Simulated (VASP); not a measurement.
The system is Ba.

```
CELL_PARAMETERS angstrom
3.99965 0.00000 0.00000
0.00000 3.99965 0.00000
0.00000 0.00000 3.60554
ATOMIC_POSITIONS crystal
Ba 0.50000 0.50000 0.50000
```

* Program: VASP 6.6.1
* Task: relaxation of cell and atoms
* Functional: LDA
* Potentials or basis: VASP PAW LDA potentials, release 64 (Ba_sv)
* Cutoff: 600 eV
* k mesh: 5 × 5 × 5
* Occupations: methfessel-paxton, width 0.1 eV
* Spin: non-collinear spin, zero start, spin-orbit coupling
* Starting moments: [[0.0, 0.0, 0.0]] μB

At the start: pressure -0.5 GPa; volume 57.68 Å³/atom.

How do energy, volume and symmetry change on relaxing?

Over 7 steps the energy falls by 50.4 meV/atom and the volume is 54.05 Å³/atom (-6.3 %); space group P4/mmm (No. 123, to 0.1 Å) before, Pm-3m (No. 221, to 0.1 Å); moment 0.00 μB per cell.

The path:
| step | energy change (eV) | largest force (eV/Å) | pressure (GPa) | volume (Å³) |
| --- | --- | --- | --- | --- |
| 1 | 0.0000 | 0.0000 | -0.49 | 57.68 |
| 2 | -0.0432 | 0.0000 | -0.33 | 56.14 |
| 3 | -0.0496 | 0.0000 | -0.20 | 55.28 |
| 4 | -0.0498 | 0.0000 | -0.18 | 55.14 |
| 5 | -0.0498 | 0.0000 | -0.17 | 55.09 |
| 6 | -0.0503 | 0.0000 | -0.08 | 54.55 |
| 7 | -0.0504 | 0.0000 | 0.01 | 54.05 |

Final structure:
```
Ba
1.0
     3.77826    0.00000    0.00000
     0.00000    3.77826    0.00000
     0.00000    0.00000    3.78647
Ba
1
Direct
  0.50000 0.50000 0.50000
```
